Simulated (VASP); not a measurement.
# Fe (Fm-3m) in VASP: single point with PBE

Aim: the single point of Fe with PBE.

All numbers are computed with VASP 6.6.1; they aren't measurements. Logs are shortened: lines on timing, memory, paths and dates and some standing lists are left out, and cuts for length are marked.

## Step 1: The cell of the first run

It takes space group Fm-3m (No. 225, cubic). The conventional cell has a = 3.568 Å, b = 3.568 Å, c = 3.568 Å, α = 90.00°, β = 90.00°, γ = 90.00°. Within 3.3 Å of Fe (site symmetry m-3m) lie 12 Fe at 2.52 Å.

This isn't the form of Fe at room conditions, which is bcc.

## Step 2: Single point, PBE, collinear spin, ferromagnetic start (Ti replaced by Fe, lengths x 0.895, strained)

Contents of INCAR:

```
SYSTEM = Fe
PREC = Accurate ; ENCUT = 520
EDIFF = 1E-6 ; ISMEAR = 0
SIGMA = 0.1 ; LREAL = .False.
LASPH = .True. ; NELM = 150
ALGO = Fast ; ISIF = 2
LWAVE = .False. ; LCHARG = .False.
ISPIN = 2 ; MAGMOM = 2.88
LORBIT = 11 ; LMAXMIX = 4
GGA = PE ; NBANDS = 14
```

Contents of KPOINTS:

```
Automatic mesh
0
Gamma
  20 20 20
  0 0 0
```

Contents of POSCAR:

```
Fe
1.0
    0.0000000000      1.7842193740      1.7842193740
    1.7842193740      0.0000000000      1.7842193740
    1.7842193740      1.7842193740      0.0000000000
Fe
1
Direct
    0.0000000000      0.0000000000      0.0000000000
```

Potentials or basis: VASP PAW PBE potentials, release 64 (Fe).

Launch:

```sh
> cat potpaw_PBE.64/Fe/POTCAR > POTCAR
> mpirun -np 1 vasp_std > vasp.out
```

OUTCAR:

```text
SYSTEM = Fe
   PREC = Accurate
   ENCUT = 520
   EDIFF = 1E-6
   ISMEAR = 0
   LREAL = .False.
   LASPH = .True.
   NELM = 150
   ISIF = 2
   ISPIN = 2
   LORBIT = 11
   GGA = PE

 ion  position               nearest neighbor table
   1  0.000  0.000  0.000-

  LATTYP: Found a face centered cubic cell.
 ALAT       =     3.5684387480

  Lattice vectors:

 A1 = (   0.0000000000,   1.7842193740,   1.7842193740)
 A2 = (   1.7842193740,   0.0000000000,   1.7842193740)
 A3 = (   1.7842193740,   1.7842193740,   0.0000000000)

Analysis of symmetry for initial positions (statically):
=====================================================================
 Subroutine PRICEL returns:
 Original cell was already a primitive cell.

 Routine SETGRP: Setting up the symmetry group for a
 face centered cubic supercell.

 Subroutine GETGRP returns: Found 48 space group operations
 (whereof 48 operations were pure point group operations)
 out of a pool of 48 trial point group operations.

The static configuration has the point symmetry O_h .

Analysis of symmetry for dynamics (positions and initial velocities):
=====================================================================
 Subroutine PRICEL returns:
 Original cell was already a primitive cell.

 Routine SETGRP: Setting up the symmetry group for a
 face centered cubic supercell.

 Subroutine GETGRP returns: Found 48 space group operations
 (whereof 48 operations were pure point group operations)
 out of a pool of 48 trial point group operations.

The dynamic configuration has the point symmetry O_h .

Analysis of structural, dynamic, and magnetic symmetry:
=====================================================================
 Subroutine PRICEL returns:
 Original cell was already a primitive cell.

 Routine SETGRP: Setting up the symmetry group for a
 face centered cubic supercell.

 Subroutine GETGRP returns: Found 48 space group operations
 (whereof 48 operations were pure point group operations)
 out of a pool of 48 trial point group operations.

The overall configuration has the point symmetry O_h .

 Subroutine INISYM returns: Found 48 space group operations
 (whereof 48 operations are pure point group operations),
 and found     1 'primitive' translations

----------------------------------------------------------------------------------------

                                     Primitive cell

  volume of cell :      11.3599

  direct lattice vectors                    reciprocal lattice vectors
     0.000000000  1.784219374  1.784219374    -0.280234599  0.280234599  0.280234599
     1.784219374  0.000000000  1.784219374     0.280234599 -0.280234599  0.280234599
     1.784219374  1.784219374  0.000000000     0.280234599  0.280234599 -0.280234599

  length of vectors
     2.523267237  2.523267237  2.523267237     0.485380563  0.485380563  0.485380563

  position of ions in fractional coordinates (direct lattice)
     0.000000000  0.000000000  0.000000000

  ion indices of the primitive-cell ions
   primitive index   ion index
                 1           1

----------------------------------------------------------------------------------------

 KPOINTS: Automatic mesh

Automatic generation of k-mesh.
 Grid dimensions read from file:
 generate k-points for:   20   20   20

 Generating k-lattice:

  Cartesian coordinates                     Fractional coordinates (reciprocal lattice)
    -0.014011730  0.014011730  0.014011730     0.050000000  0.000000000  0.000000000
     0.014011730 -0.014011730  0.014011730     0.000000000  0.050000000  0.000000000
     0.014011730  0.014011730 -0.014011730     0.000000000  0.000000000  0.050000000

  Length of vectors
     0.024269028  0.024269028  0.024269028

  Shift w.r.t. Gamma in fractional coordinates (k-lattice)
     0.000000000  0.000000000  0.000000000

 Subroutine IBZKPT returns following result:
 ===========================================

 Found    256 irreducible k-points:

 Following reciprocal coordinates:
            Coordinates               Weight
  0.000000  0.000000  0.000000      1.000000
  0.050000  0.000000  0.000000      8.000000
  0.100000  0.000000  0.000000      8.000000
  0.150000  0.000000  0.000000      8.000000
  0.200000  0.000000  0.000000      8.000000
  0.250000  0.000000  0.000000      8.000000
[... 16 lines left out ...]
 -0.400000  0.050000  0.000000     24.000000
 -0.350000  0.050000  0.000000     24.000000
 [... further k-points ...]
   k-points           NKPTS =    256   k-points in BZ     NKDIM =    256   number of bands    NBANDS=     14
   number of dos      NEDOS =    301   number of ions     NIONS =      1
   total plane-waves  NPLWV =   8000
   dimension x,y,z NGX =    20 NGY =   20 NGZ =   20
   dimension x,y,z NGXF=    40 NGYF=   40 NGZF=   40
   ions per type =               1
   NGX,Y,Z   is equivalent  to a cutoff of  13.18, 13.18, 13.18 a.u.
   NGXF,Y,Z  is equivalent  to a cutoff of  26.35, 26.35, 26.35 a.u.
 SYSTEM =  Fe
   PREC   = accura    normal or accurate (medium, high low for compatibility)
   ISTART =      0    job   : 0-new  1-cont  2-samecut
   ICHARG =      2    charge: 1-file 2-atom 10-const
   ISPIN  =      2    spin polarized calculation?
   LNONCOLLINEAR =      F non collinear calculations
   LSORBIT =      F    spin-orbit coupling
   LASPH  =      T    aspherical Exc in radial PAW
   ENCUT  =  520.0 eV  38.22 Ry    6.18 a.u.   4.69  4.69  4.69*2*pi/ulx,y,z
   NELM   =    150;   NELMIN=  2; NELMDL= -5     # of ELM steps
   EDIFF  = 0.1E-05   stopping-criterion for ELM
   LREAL  =      F    real-space projection
   EDIFFG = 0.1E-04   stopping-criterion for IOM
   NSW    =      0    number of steps for IOM
   IBRION =     -1    ionic relax: 0-MD 1-quasi-New 2-CG
   NFREE  =      0    steps in history (QN), initial steepest desc. (CG)
   ISIF   =      2    stress and relaxation
   ISYM   =      2    0-nonsym 1-usesym 2-fastsym
   POTIM  = 0.5000    time-step for ionic-motion
   TEBEG  =    0.0;   TEEND  =   0.0 temperature during run
   PSTRESS=    0.0 pullay stress
   NELECT =       8.0000    total number of electrons
   NUPDOWN=      -1.0000    fix difference up-down
   EMIN   =  10.00;   EMAX   =-10.00  energy-range for DOS
   EFERMI =   0.00;   METHOD = LEGACY
   ISMEAR =     0;   SIGMA  =   0.10  broadening in eV -4-tet -1-fermi 0-gaus
   EFERMI_NEDOS =   21; number of points for ismear=-14 and -15
   IALGO  =     68    algorithm
   IMIX   =      4    mixing-type and parameters
     AMIX     =   0.40;   BMIX     =  1.00
     AMIX_MAG =   1.60;   BMIX_MAG =  1.00
  volume/ion in A,a.u.               =      11.36        76.66
  Fermi-wavevector in a.u.,A,eV,Ry     =   1.456509  2.752403 28.863660  2.121419
  Thomas-Fermi vector in A             =   2.573419
   LORBIT       =     11    0 simple, 1 ext, 2 COOP (PROOUT), +10 PAW based schemes
   GGA     = PE    functional components
   LHFCALC =     F    Hartree Fock is set to
   AEXX    =    0.0000 exact exchange contribution
   IVDW    =     0    specifies the selected vdW correction
   LEPSILON=     F    determine dielectric tensor
   LRPA    =     F    only Hartree local field effects (RPA)
 spin polarized calculation
 RMM-DIIS sequential band-by-band and
 Gauss-broadening in eV      SIGMA  =   0.10
  energy-cutoff  :      520.00
  volume of cell :       11.36
 maximum number of plane-waves:       331
   NGX =  9   NGY =  9   NGZ =  9

 number of electron       7.9999996 magnetization       1.4205792

 Free energy of the ion-electron system (eV)
  ---------------------------------------------------
  ext. energy  EPLUGINS =         0.00000000
  ---------------------------------------------------
  free energy    TOTEN  =        -8.06367344 eV

  energy without entropy =       -8.05348455  energy(sigma->0) =       -8.05857899

 E-fermi :   5.7929     XC(G=0): -13.1441

 val. band max:        5.7912376446   @ k =  -0.2000   0.1500   0.0500
 cond. band min:       5.7941790643   @ k =   0.5000   0.3500   0.0000
 fundamental gap:      0.0029414197
 Fermi energy:         5.7928809207

 spin component 1

 k-point     1 :       0.0000    0.0000    0.0000
  band No.  band energies     occupation
      1      -2.6016      1.00000
      2       3.8730      1.00000
      3       3.8731      1.00000
      4       3.8731      1.00000
      5       4.7902      1.00000
      6       4.7902      1.00000
      7      28.2539      0.00000
      8      32.7595      0.00000
      9      32.7595      0.00000
     10      32.7595      0.00000
     11      35.8466      0.00000
     12      35.8467      0.00000
     13      35.8467      0.00000
     14      38.1330      0.00000
[... 375 lines left out ...]
 k-point    24 :      -0.3500    0.0500    0.0000
  band No.  band energies     occupation
      1       0.9354      1.00000
      2       3.6875      1.00000
      3       3.7443      1.00000
      4       4.1222      1.00000
      5       5.5036      0.99998
      6       5.8997      0.06549
      7      15.8493      0.00000
      8      26.8276      0.00000
      9      29.6090      0.00000
     10      31.9103      0.00000
     11      33.0927      0.00000
     12      34.9063      0.00000
     13      39.4558      0.00000
     14      45.6225      0.00000

 [... further k-points ...]

 spin component 2

 k-point     1 :       0.0000    0.0000    0.0000
  band No.  band energies     occupation
      1      -2.4797      1.00000
      2       4.9677      1.00000
      3       4.9678      1.00000
      4       4.9678      1.00000
      5       6.7930      0.00000
      6       6.7930      0.00000
      7      28.0143      0.00000
      8      33.0614      0.00000
      9      33.0614      0.00000
     10      33.0614      0.00000
     11      36.1629      0.00000
     12      36.1629      0.00000
     13      36.1629      0.00000
     14      37.6801      0.00000
[... 375 lines left out ...]
 k-point    24 :      -0.3500    0.0500    0.0000
  band No.  band energies     occupation
      1       1.3775      1.00000
      2       4.6928      1.00000
      3       5.1650      1.00000
      4       5.2488      1.00000
      5       7.0811      0.00000
      6       7.4591      0.00000
      7      16.4222      0.00000
      8      26.7663      0.00000
      9      29.8925      0.00000
     10      32.2972      0.00000
     11      33.5061      0.00000
     12      35.2248      0.00000
     13      39.6489      0.00000
     14      46.1767      0.00000

 [... further k-points ...]

------------------------ aborting loop because EDIFF is reached ----------------------------------------

  FORCE on cell =-STRESS in cart. coord.  units (eV):
  Direction    XX          YY          ZZ          XY          YZ          ZX
  --------------------------------------------------------------------------------------
  -------------------------------------------------------------------------------------
  Total       -0.8285537     -0.8285537     -0.8285537     -0.0000000     -0.0000000     -0.0000000
  in kB     -116.8574687   -116.8574687   -116.8574687     -0.0000000     -0.0000000     -0.0000000
  external PRESSURE =    -116.8574687 kB  Pullay stress =       0.0000000 kB

 VOLUME and BASIS-vectors are now :
 -----------------------------------------------------------------------------
  energy-cutoff  :      520.00
  volume of cell :       11.36
      direct lattice vectors                 reciprocal lattice vectors
     0.000000000  1.784219374  1.784219374    -0.280234599  0.280234599  0.280234599
     1.784219374  0.000000000  1.784219374     0.280234599 -0.280234599  0.280234599
     1.784219374  1.784219374  0.000000000     0.280234599  0.280234599 -0.280234599

 POSITION                                       TOTAL-FORCE (eV/Angst)
 -----------------------------------------------------------------------------------
      0.00000      0.00000      0.00000        -0.000000     -0.000000     -0.000000
 -----------------------------------------------------------------------------------
    total drift:                                0.000000     -0.000000      0.000000

  FREE ENERGIE OF THE ION-ELECTRON SYSTEM (eV)
  ---------------------------------------------------
  free  energy   TOTEN  =        -8.0636734360 eV

  energy  without entropy=       -8.0534845529  energy(sigma->0) =       -8.05857899

 total charge

# of ion       s       p       d       tot
------------------------------------------
    1        0.489   0.537   6.237   7.263

 magnetization (x)

# of ion       s       p       d       tot
------------------------------------------
    1       -0.010  -0.030   1.454   1.414
```

Wall time 2.2 min (1 thread of Intel Xeon 8259CL, shared host); peak memory 0.18 GiB.

Results:

* Free energy: -8.0637 eV
* Pressure: -11.7 GPa
* Net moment: 1.42 μB per cell
* Site moments: Fe +1.41 μB
* Valence electrons inside the program's atomic spheres: Fe 7.26

Caveat: the cell differs from its parent crystal (Ti replaced by Fe, lengths x 0.895, strained); the cell stands under tension.
